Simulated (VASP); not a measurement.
CoMo, 2 atoms in the cell. The structure is hexagonal, space group P-6m2 (No. 187). The conventional cell has a = 2.602 Å, b = 2.602 Å, c = 4.039 Å, α = 90.00°, β = 90.00°, γ = 120.00°. Within 3.3 Å of Co (site symmetry -6m2) lie 6 Mo at 2.52 Å and 6 Co at 2.60 Å. Mo (site symmetry -6m2) has 6 Co at 2.52 Å and 6 Mo at 2.60 Å within 3.3 Å. 

- Program: VASP 6.6.1
- Task: single point
- Functional: LDA
- Potentials or basis: VASP PAW LDA potentials, release 64 (Co_sv, Mo_sv)
- Cutoff: 690 eV
- k mesh: 14 × 14 × 8
- Occupations: fermi-dirac, width 0.05 eV
- Spin: no spin polarisation
- Dipole correction: no
- Further INCAR settings: ALGO = Normal; EDIFF = 1e-06; NBANDS = 22

Potentials or basis: VASP PAW LDA potentials, release 64 (Co_sv, Mo_sv).

The run is started by

```sh
$ cat potpaw_LDA.64/Co_sv/POTCAR potpaw_LDA.64/Mo_sv/POTCAR > POTCAR
$ mpirun -np 1 vasp_std > vasp.out
```

Hardware: 1 thread of Intel(R) Xeon(R) Platinum 8559C (Emerald Rapids), with other jobs on the host.

Problem. How long does it take, and how much memory?

Solution. Wall time 45 s on 1 thread of Intel(R) Xeon(R) Platinum 8559C (Emerald Rapids), on a shared host, peak memory 0.2 GiB. Counts: scf iterations 16, k points 120.
